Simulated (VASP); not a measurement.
Wanted: the native input for a VASP 6.6.1 run.

```
Task                   : single point
Functional             : PBE
Potentials or basis    : VASP PAW PBE potentials, release 64 (Pt, Se)
Cutoff                 : 520 eV
k mesh                 : 8 × 8 × 8
Occupations            : gaussian, width 0.01 eV
Spin                   : no spin polarisation
Dipole correction      : no
Further INCAR settings : ALGO = Normal; EDIFF = 1e-06; NBANDS = 18
```

The structure of PtSe2 lies in POSCAR:

```
PtSe2
1.0
    1.8457016919      1.0656163686      5.7607123305
   -1.8457016919      1.0656163686      5.7607123305
    0.0000000000     -2.1312327373      5.7607123305
Pt Se
1 2
Direct
    0.0000000000      0.0000000000      0.0000000000
    0.2567812153      0.2567812153      0.2567812153
    0.7432187847      0.7432187847      0.7432187847
```

The input as run:

INCAR

```
ALGO = Normal
EDIFF = 1E-6
ENCUT = 520
GGA = PE
ISIF = 2
ISMEAR = 0
LASPH = True
LCHARG = True
LELF = True
LREAL = False
LVHAR = True
LWAVE = False
NBANDS = 18
NELM = 80
PREC = Accurate
SIGMA = 0.01
```

KPOINTS

```
k-points
0
Gamma
  8 8 8
```

Potentials or basis: VASP PAW PBE potentials, release 64 (Pt, Se).

The run is started by

```console
$ cat potpaw_PBE.64/Pt/POTCAR potpaw_PBE.64/Se/POTCAR > POTCAR
$ mpirun -np 1 vasp_std > vasp.out
```

It gave:

```
Pressure               : 3.6 GPa
Largest force          : 0.136 eV/Å
Band gap on the k mesh : 0.38 eV, indirect (least direct gap 0.78 eV)
```

Caveat: spin-orbit coupling is left out, which moves the levels of the heavy elements.

Run time: 110 s on 1 thread of Intel(R) Xeon(R) Platinum 8488C (Sapphire Rapids), with other jobs on the host, peak memory 0.34 GiB.
